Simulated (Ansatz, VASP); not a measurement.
## One calculation of In, two programs

```
In
1.0
    -1.64822    1.69734    2.52498
     1.69734   -1.64822    2.52498
     1.60436    1.60436   -2.49270
In
1
Direct
  0.00000 0.00000 0.00000
```

Alike in both runs: task single point; functional PBE; k mesh 11 × 11 × 14; occupations methfessel-paxton of order 1, width 1 eV; no spin polarisation.

|  | VASP | Ansatz |
| --- | --- | --- |
| version | VASP 6.6.1 | Ansatz 0.2.0 |
| potentials or method | VASP PAW PBE potentials, release 64 (In_d), cutoff 520 eV | plane waves (420 eV) with PAW, scalar-relativistic |
| valence electrons in the cell | 13 | 13 |

|  | VASP | Ansatz | Ansatz less VASP |
| --- | --- | --- | --- |
| pressure (GPa) | 0.0 | 0.0 | +0.04 |
| traceless stress, the component that is largest in VASP (GPa) | -0.14 | -0.14 | -0.001 |

The functional is the same, so the differences come from potentials, cutoffs and numerics.
